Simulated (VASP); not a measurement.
# Au (Fm-3m) in VASP: notebook

Runs on Au. Level: PBEsol. Tasks: single point, relaxation of cell and atoms.

Everything below comes from runs of VASP 6.6.1. Logs are shortened: lines on timing, memory, paths and dates and some standing lists are left out, and cuts for length are marked.

## 1. The cell of the first run

The structure is cubic, space group Fm-3m (No. 225). Conventional cell: a = 4.084 Å, b = 4.084 Å, c = 4.084 Å, α = 90.00°, β = 90.00°, γ = 90.00°. Within 3.8 Å of Au (site symmetry m-3m) lie 12 Au at 2.89 Å.

## 2. Single point, PBEsol

INCAR reads:

```
PREC = Accurate
ENCUT = 520
EDIFF = 1E-6
ISMEAR = 0
SIGMA = 0.1
LREAL = False
LASPH = True
NELM = 100
ALGO = Fast
ISIF = 2
LWAVE = False
LCHARG = True
GGA = PS
LELF = True
LVHAR = True
NBANDS = 12
```

KPOINTS reads:

```
regular mesh
0
Gamma
  18 18 18
```

POSCAR reads:

```
Au
1.0
    0.0000000000      2.0418799211      2.0418799211
    2.0418799211      0.0000000000      2.0418799211
    2.0418799211      2.0418799211      0.0000000000
Au
1
Direct
    0.0000000000      0.0000000000      0.0000000000
```

Potentials or basis: VASP PAW PBE potentials, release 64 (Au).

The run is started by

```
$ cat potpaw_PBE.64/Au/POTCAR > POTCAR
$ mpirun -np 1 vasp_std > vasp.out
```

OUTCAR:

```text
PREC = Accurate
   ENCUT = 520
   EDIFF = 1E-6
   ISMEAR = 0
   LREAL = False
   LASPH = True
   NELM = 100
   ISIF = 2
   GGA = PS

 ion  position               nearest neighbor table
   1  0.000  0.000  0.000-

  LATTYP: Found a face centered cubic cell.
 ALAT       =     4.0837598422

  Lattice vectors:

 A1 = (   0.0000000000,   2.0418799211,   2.0418799211)
 A2 = (   2.0418799211,   0.0000000000,   2.0418799211)
 A3 = (   2.0418799211,   2.0418799211,   0.0000000000)

Analysis of symmetry for initial positions (statically):
=====================================================================
 Subroutine PRICEL returns:
 Original cell was already a primitive cell.

 Routine SETGRP: Setting up the symmetry group for a
 face centered cubic supercell.

 Subroutine GETGRP returns: Found 48 space group operations
 (whereof 48 operations were pure point group operations)
 out of a pool of 48 trial point group operations.

The static configuration has the point symmetry O_h .

Analysis of symmetry for dynamics (positions and initial velocities):
=====================================================================
 Subroutine PRICEL returns:
 Original cell was already a primitive cell.

 Routine SETGRP: Setting up the symmetry group for a
 face centered cubic supercell.

 Subroutine GETGRP returns: Found 48 space group operations
 (whereof 48 operations were pure point group operations)
 out of a pool of 48 trial point group operations.

The dynamic configuration has the point symmetry O_h .

 Subroutine INISYM returns: Found 48 space group operations
 (whereof 48 operations are pure point group operations),
 and found     1 'primitive' translations

----------------------------------------------------------------------------------------

                                     Primitive cell

  volume of cell :      17.0263

  direct lattice vectors                    reciprocal lattice vectors
     0.000000000  2.041879921  2.041879921    -0.244872382  0.244872382  0.244872382
     2.041879921  0.000000000  2.041879921     0.244872382 -0.244872382  0.244872382
     2.041879921  2.041879921  0.000000000     0.244872382  0.244872382 -0.244872382

  length of vectors
     2.887654277  2.887654277  2.887654277     0.424131407  0.424131407  0.424131407

  position of ions in fractional coordinates (direct lattice)
     0.000000000  0.000000000  0.000000000

  ion indices of the primitive-cell ions
   primitive index   ion index
                 1           1

----------------------------------------------------------------------------------------

 KPOINTS: regular mesh

Automatic generation of k-mesh.
 Grid dimensions read from file:
 generate k-points for:   18   18   18

 Generating k-lattice:

  Cartesian coordinates                     Fractional coordinates (reciprocal lattice)
    -0.013604021  0.013604021  0.013604021     0.055555556  0.000000000  0.000000000
     0.013604021 -0.013604021  0.013604021     0.000000000  0.055555556  0.000000000
     0.013604021  0.013604021 -0.013604021     0.000000000  0.000000000  0.055555556

  Length of vectors
     0.023562856  0.023562856  0.023562856

  Shift w.r.t. Gamma in fractional coordinates (k-lattice)
     0.000000000  0.000000000  0.000000000

 Subroutine IBZKPT returns following result:
 ===========================================

 Found    195 irreducible k-points:

 Following reciprocal coordinates:
            Coordinates               Weight
  0.000000  0.000000  0.000000      1.000000
  0.055556  0.000000  0.000000      8.000000
  0.111111  0.000000  0.000000      8.000000
  0.166667  0.000000  0.000000      8.000000
  0.222222  0.000000  0.000000      8.000000
  0.277778  0.000000  0.000000      8.000000
[... 16 lines left out ...]
 -0.277778  0.055556  0.000000     24.000000
 -0.222222  0.055556  0.000000     24.000000
 [... further k-points ...]
   k-points           NKPTS =    195   k-points in BZ     NKDIM =    195   number of bands    NBANDS=     12
   number of dos      NEDOS =    301   number of ions     NIONS =      1
   total plane-waves  NPLWV =  13824
   dimension x,y,z NGX =    24 NGY =   24 NGZ =   24
   dimension x,y,z NGXF=    48 NGYF=   48 NGZF=   48
   ions per type =               1
   NGX,Y,Z   is equivalent  to a cutoff of  13.82, 13.82, 13.82 a.u.
   NGXF,Y,Z  is equivalent  to a cutoff of  27.63, 27.63, 27.63 a.u.
 SYSTEM =  unknown system
   PREC   = accura    normal or accurate (medium, high low for compatibility)
   ISTART =      0    job   : 0-new  1-cont  2-samecut
   ICHARG =      2    charge: 1-file 2-atom 10-const
   ISPIN  =      1    spin polarized calculation?
   LNONCOLLINEAR =      F non collinear calculations
   LSORBIT =      F    spin-orbit coupling
   LASPH  =      T    aspherical Exc in radial PAW
   ENCUT  =  520.0 eV  38.22 Ry    6.18 a.u.   5.37  5.37  5.37*2*pi/ulx,y,z
   NELM   =    100;   NELMIN=  2; NELMDL= -5     # of ELM steps
   EDIFF  = 0.1E-05   stopping-criterion for ELM
   LREAL  =      F    real-space projection
[... 7 lines left out ...]
   TEBEG  =    0.0;   TEEND  =   0.0 temperature during run
   PSTRESS=    0.0 pullay stress
   NELECT =      11.0000    total number of electrons
   NUPDOWN=      -1.0000    fix difference up-down
   EMIN   =  10.00;   EMAX   =-10.00  energy-range for DOS
   EFERMI =   0.00;   METHOD = LEGACY
   ISMEAR =     0;   SIGMA  =   0.10  broadening in eV -4-tet -1-fermi 0-gaus
   EFERMI_NEDOS =   21; number of points for ismear=-14 and -15
   IALGO  =     68    algorithm
   IMIX   =      4    mixing-type and parameters
     AMIX     =   0.40;   BMIX     =  1.00
     AMIX_MAG =   1.60;   BMIX_MAG =  1.00
  volume/ion in A,a.u.               =      17.03       114.90
  Fermi-wavevector in a.u.,A,eV,Ry     =   1.415247  2.674429 27.251430  2.002924
  Thomas-Fermi vector in A             =   2.536705
   LORBIT       =      0    0 simple, 1 ext, 2 COOP (PROOUT), +10 PAW based schemes
   GGA     = PS    functional components
   LHFCALC =     F    Hartree Fock is set to
   AEXX    =    0.0000 exact exchange contribution
   IVDW    =     0    specifies the selected vdW correction
   LEPSILON=     F    determine dielectric tensor
   LRPA    =     F    only Hartree local field effects (RPA)
 non-spin polarized calculation
 RMM-DIIS sequential band-by-band and
 Gauss-broadening in eV      SIGMA  =   0.10
  energy-cutoff  :      520.00
  volume of cell :       17.03
 maximum number of plane-waves:       473
 NGX is ok and might be reduce to    24
   NGX = 11   NGY = 11   NGZ = 11

 number of electron      11.0000000 magnetization

 Free energy of the ion-electron system (eV)
  ---------------------------------------------------
  ext. energy  EPLUGINS =         0.00000000
  ---------------------------------------------------
  free energy    TOTEN  =        -3.92508499 eV

  energy without entropy =       -3.92366392  energy(sigma->0) =       -3.92437445

 E-fermi :   9.2629     XC(G=0): -12.8898

 val. band max:        9.2607252726   @ k =   0.5000   0.1667   0.0556
 cond. band min:       9.2677243630   @ k =   0.5000   0.2778   0.1111
 fundamental gap:      0.0069990904
 Fermi energy:         9.2628999081

 k-point     1 :       0.0000    0.0000    0.0000
  band No.  band energies     occupation
      1      -0.6370      2.00000
      2       4.6107      2.00000
      3       4.6107      2.00000
      4       4.6107      2.00000
      5       6.1433      2.00000
      6       6.1433      2.00000
      7      23.7920      0.00000
      8      27.7917      0.00000
      9      27.7917      0.00000
     10      27.7917      0.00000
     11      32.6608      0.00000
     12      37.3348      0.00000

 k-point     2 :       0.0556    0.0000    0.0000
  band No.  band energies     occupation
      1      -0.5290      2.00000
      2       4.5744      2.00000
      3       4.6483      2.00000
      4       4.6483      2.00000
      5       6.1258      2.00000
      6       6.1258      2.00000
      7      23.9215      0.00000
      8      27.0739      0.00000
      9      27.9210      0.00000
     10      27.9210      0.00000
     11      33.2783      0.00000
     12      35.9900      0.00000

 k-point     3 :       0.1111    0.0000    0.0000
  band No.  band energies     occupation
      1      -0.2133      2.00000
      2       4.4825      2.00000
      3       4.7467      2.00000
      4       4.7467      2.00000
      5       6.0902      2.00000
      6       6.0902      2.00000
      7      24.2152      0.00000
      8      25.5940      0.00000
      9      28.2865      0.00000
     10      28.2865      0.00000
     11      33.0563      0.00000
     12      35.3545      0.00000
[... 286 lines left out ...]
 k-point    23 :      -0.2778    0.0556    0.0000
  band No.  band energies     occupation
      1       1.6711      2.00000
      2       4.6358      2.00000
      3       4.8645      2.00000
      4       4.8827      2.00000
      5       6.3290      2.00000
      6       6.8619      2.00000
      7      18.6567      0.00000
      8      24.4868      0.00000
      9      27.2035      0.00000
     10      29.8261      0.00000
     11      30.8618      0.00000
     12      32.3569      0.00000

 k-point    24 :      -0.2222    0.0556    0.0000
  band No.  band energies     occupation
      1       1.1668      2.00000
      2       4.3330      2.00000
      3       4.9174      2.00000
      4       4.9565      2.00000
      5       6.0452      2.00000
      6       6.5298      2.00000
      7      20.8463      0.00000
      8      24.8795      0.00000
      9      27.8101      0.00000
     10      30.0828      0.00000
     11      30.6903      0.00000
     12      32.1309      0.00000

 [... further k-points ...]
[... 5 lines left out ...]
  --------------------------------------------------------------------------------------
  -------------------------------------------------------------------------------------
  Total       -0.0252604     -0.0252604     -0.0252604     -0.0000000      0.0000000     -0.0000000
  in kB       -2.3770086     -2.3770086     -2.3770086     -0.0000000      0.0000000     -0.0000000
  external PRESSURE =      -2.3770086 kB  Pullay stress =       0.0000000 kB

 VOLUME and BASIS-vectors are now :
 -----------------------------------------------------------------------------
  energy-cutoff  :      520.00
  volume of cell :       17.03
      direct lattice vectors                 reciprocal lattice vectors
     0.000000000  2.041879921  2.041879921    -0.244872382  0.244872382  0.244872382
     2.041879921  0.000000000  2.041879921     0.244872382 -0.244872382  0.244872382
     2.041879921  2.041879921  0.000000000     0.244872382  0.244872382 -0.244872382

 POSITION                                       TOTAL-FORCE (eV/Angst)
 -----------------------------------------------------------------------------------
      0.00000      0.00000      0.00000         0.000000      0.000000      0.000000
 -----------------------------------------------------------------------------------
    total drift:                                0.000000      0.000000      0.000000

  FREE ENERGIE OF THE ION-ELECTRON SYSTEM (eV)
  ---------------------------------------------------
  free  energy   TOTEN  =        -3.9250849850 eV

  energy  without entropy=       -3.9236639193  energy(sigma->0) =       -3.92437445
```

Run time: 51 s. Hardware: 1 thread of AMD EPYC 7R43 (Zen 3), shared host; peak memory 0.13 GiB.

What came out:

- Free energy: -3.9251 eV
- Pressure: -0.2 GPa

Caveat: the PAW data sets were made with another functional, which shifts forces and pressure a little; spin-orbit coupling is left out, which moves the levels of the heavy elements.

## 3. Relaxation of cell and atoms, PBEsol

This run uses another cell than the first one, of 17.08 Å³/atom, 1.003 times its volume.

INCAR reads:

```
SYSTEM = Au
ALGO = Normal
EDIFF = 1E-7
EDIFFG = -0.005
ENCUT = 600
GGA = PS
IBRION = 2
ISIF = 3
ISMEAR = 0
LASPH = .TRUE.
LCHARG = .FALSE.
LREAL = .FALSE.
LWAVE = .FALSE.
NELM = 100
NSW = 100
PREC = Accurate
SIGMA = 0.1
```

KPOINTS reads:

```
k-points
0
G
  18 18 18
  0 0 0
```

POSCAR reads:

```
Au
1.0
    0.0000000000      2.0439732150      2.0439732150
    2.0439732150      0.0000000000      2.0439732150
    2.0439732150      2.0439732150      0.0000000000
Au
1
Direct
    0.0000000000      0.0000000000      0.0000000000
```

Potentials or basis: VASP PAW PBE potentials, release 64 (Au).

The run is started by

```
$ cat potpaw_PBE.64/Au/POTCAR > POTCAR
$ mpirun -np 1 vasp_std > vasp.out
```

Wall time 88 s (1 thread of AMD EPYC 7R43 (Zen 3), shared host); peak memory 0.14 GiB.

The run converged. Its results:

- Free energy: -3.9250 eV
- Relaxed volume: 17.01 Å³/atom
- Relaxed cell: a = 2.887 Å, b = 2.887 Å, c = 2.887 Å, α = 60.00°, β = 60.00°, γ = 60.00°
- Space group after relaxing (to 0.05 Å): Fm-3m (No. 225)
- Energy gained by relaxing: 0.2 meV/atom
- Ionic steps: 3
- Pressure after relaxing: 0.0 GPa

Step by step:
```csv
step,energy change (eV),largest force (eV/Å),pressure (GPa),volume (Å³)
1,0.0000,0.0000,-0.73,17.08
2,0.0003,0.0000,1.28,16.89
3,-0.0002,0.0000,0.01,17.01
```

Final structure:
```yaml
crystal:
  lattice:
    - [0.00000, 2.04107, 2.04107]
    - [2.04107, 0.00000, 2.04107]
    - [2.04107, 2.04107, 0.00000]
  atoms:
    - { symbol: Au, position: [0.00000, 0.00000, 0.00000] }
```

Levels at points of the mesh, in eV from the Fermi level:
| k point | band 4 | band 5 | band 6 | band 7 | band 8 | band 9 |
| --- | --- | --- | --- | --- | --- | --- |
| (0.00, 0.00, 0.00) | -4.66 | -3.12 | -3.12 | 14.53 | 18.53 | 18.53 |
| (0.50, 0.00, 0.00) | -1.92 | -1.92 | -1.01 | 3.10 | 13.97 | 17.14 |
| (0.50, 0.50, 0.00) | -1.59 | -1.59 | 0.98 | 5.79 | 9.99 | 9.99 |

Caveat: the PAW data sets were made with another functional, which shifts forces and pressure a little; spin-orbit coupling is left out, which moves the levels of the heavy elements.

## 4. Single point, PBEsol

This run uses another cell than the first one, of 18.14 Å³/atom, 1.066 times its volume.

INCAR reads:

```
  ALGO = Normal
  EDIFF = 1E-6
  ENCUT = 500
  GGA = PS
  GGA_COMPAT = F
  ISIF = 2
  ISMEAR = 0
  LASPH = T
  LCHARG = T
  LELF = T
  LREAL = F
  LVHAR = T
  LWAVE = F
  NBANDS = 12
  NELM = 120
  PREC = Accurate
  SIGMA = 0.1
```

KPOINTS reads:

```
k-points
0
Gamma
  8 8 8
```

POSCAR reads:

```
Au
1.0
    0.0000000000      2.0856442700      2.0856442700
    2.0856442700      0.0000000000      2.0856442700
    2.0856442700      2.0856442700      0.0000000000
Au
1
Direct
    0.0000000000      0.0000000000      0.0000000000
```

The run is started by

```
$ cat potpaw_PBE.64/Au/POTCAR > POTCAR
$ mpirun -np 1 vasp_std > vasp.out
```

Wall time 8.5 s (1 thread of Intel Xeon 8259CL, shared host); peak memory 0.14 GiB.

The run converged. Its results:

```yaml
Free_energy: -3.8553 eV
Pressure: -8.8 GPa
```

Levels at points of the mesh, in eV from the Fermi level:
```csv
k point,band 4,band 5,band 6,band 7,band 8,band 9
"(0.00, 0.00, 0.00)",-4.24,-2.87,-2.87,14.67,18.30,18.30
"(0.50, 0.00, 0.00)",-1.79,-1.79,-0.63,2.84,14.10,16.72
"(0.50, 0.50, 0.00)",-1.51,-1.51,1.24,5.36,9.88,9.88
```

Caveat: the PAW data sets were made with another functional, which shifts forces and pressure a little; spin-orbit coupling is left out, which moves the levels of the heavy elements.

## 5. The runs side by side

```csv
task,cell,k mesh,cutoff (eV),gap on the mesh (eV),pressure (GPa)
single point,"a = 2.888 Å, angles 60.0°, 1 atom",18 × 18 × 18,520,none,-0.2
relaxation of cell and atoms,"relaxed from a = 2.891 Å, angles 60.0°, 1 atom",18 × 18 × 18,600,none,0.0
single point,"a = 2.950 Å, angles 60.0°, 1 atom",8 × 8 × 8,500,none,-8.8
```

Alike in all rows: level PBEsol; potentials or basis VASP PAW PBE potentials, release 64 (Au); no spin polarisation; smearing gaussian 0.1 eV.

Caveats: the PAW data sets were made with another functional, which shifts forces and pressure a little; spin-orbit coupling is left out, which moves the levels of the heavy elements.

Total energies depend on the potentials used, so only differences within one code and one set of settings carry meaning.
